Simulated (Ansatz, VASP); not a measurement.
Two plane-wave programs on Ru

File INCAR:

```
SYSTEM = Ru
PREC = Accurate
ENCUT = 520
EDIFF = 1E-6
ISMEAR = 0
SIGMA = 0.15
LREAL = .False.
LASPH = .True.
NELM = 100
ALGO = Fast
ISIF = 2
LWAVE = .False.
LCHARG = .False.
GGA = PE
NBANDS = 13
```

Contents of KPOINTS:

```
Automatic mesh
0
Gamma
  22 22 22
  0 0 0
```

Contents of POSCAR:

```
Ru
1.0
    0.0000000000      2.1485506386      1.5776807340
    2.1485506386      0.0000000000      1.5776807340
    2.1485506386      2.1485506386      0.0000000000
Ru
1
Direct
    0.0000000000      0.0000000000      0.0000000000
```

Input for Ansatz:

```yaml
crystal:
  lattice:
    - [0.0, 2.1485506386, 1.577680734]
    - [2.1485506386, 0.0, 1.577680734]
    - [2.1485506386, 2.1485506386, 0.0]
  atoms:
    - { symbol: Ru, position: [0.0, 0.0, 0.0] }
basis:
  ecutwfc: 420
kpoints:
  mp_grid: { grid: [22, 22, 22] }
hamiltonian:
  xc: pbe
scf:
  occupations: { method: gaussian, width: 0.15 }
output:
  forces: true
  stress: true
  eigenvalues: true
```

Alike in both runs: task single point; functional PBE; k mesh 22 × 22 × 22; occupations gaussian, width 0.15 eV; no spin polarisation.

```csv
,VASP,Ansatz
version,VASP 6.6.1,Ansatz 0.2.0
potentials or method,"VASP PAW PBE potentials, release 64 (Ru_pv), cutoff 520 eV","scalar-relativistic, plane waves, PAW"
valence electrons in the cell,14,16
```

```csv
,VASP,Ansatz,Ansatz less VASP
gap on the k mesh at the Fermi level (eV),none,none,-
pressure (GPa),-6.4,-6.3,+0.09
"traceless stress, the component that is largest in VASP (GPa)",10.31,10.32,+0.014
```

A gap of «none» marks a metal or a gap that the smearing closes. With one functional, cell and mesh, what is left measures potentials, basis and numerics. VASP's potentials hold 14 valence electrons a cell and Ansatz's 16, so a difference there can come from the potentials and not from the codes.
